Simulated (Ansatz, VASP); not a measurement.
## HfC in VASP and in Ansatz

The input INCAR:

```
SYSTEM = HfC
PREC = Accurate ; ENCUT = 520
EDIFF = 1E-7 ; ISMEAR = -5
SIGMA = 0.1 ; LREAL = .False.
LASPH = .True. ; NELM = 80
ALGO = Normal ; ISIF = 2
LWAVE = .False. ; LCHARG = .False.
GGA = PE ; NBANDS = 14
```

Contents of KPOINTS:

```
regular mesh
0
Gamma
  15 15 15
  0 0 0
```

File POSCAR:

```
HfC
1.0
    0.0000000000      2.3250000000      2.3250000000
    2.3250000000      0.0000000000      2.3250000000
    2.3250000000      2.3250000000      0.0000000000
Hf C
1 1
Direct
    0.5000000000      0.5000000000      0.5000000000
    0.0000000000      0.0000000000      0.0000000000
```

Input for Ansatz:

```yaml
crystal:
  lattice:
    - [0.0, 2.325, 2.325]
    - [2.325, 0.0, 2.325]
    - [2.325, 2.325, 0.0]
  atoms:
    - { symbol: Hf, position: [0.5, 0.5, 0.5] }
    - { symbol: C, position: [0.0, 0.0, 0.0] }
kpoints:
  mp_grid: { grid: [15, 15, 15] }
scf:
  occupations: { method: tetrahedron }
hamiltonian:
  xc: pbe
  pseudopotentials: { kind: all_electron, lapw: { basis_error: 0.001 } }
output:
  forces: true
  stress: true
  eigenvalues: true
```

Alike in both runs: task single point; functional PBE; k mesh 15 × 15 × 15; occupations tetrahedron; no spin polarisation.

|  | VASP | Ansatz |
| --- | --- | --- |
| version | VASP 6.6.1 | Ansatz 0.2.0 |
| potentials or method | VASP PAW PBE potentials, release 64 (Hf_pv, C), cutoff 520 eV | all-electron LAPW, scalar-relativistic |

Ansatz gave:

| Item | Value |
| --- | --- |
| pressure (GPa) | 0.3 |

Problem. What did VASP give for the same quantities?

Solution. Pressure (GPa): -0.5.

Ansatz ran all-electron here, and VASP with PAW potentials. Ansatz's warnings: band table not solved further, tetrahedron derivatives may miss energy slope.

Spin-orbit coupling is off throughout.
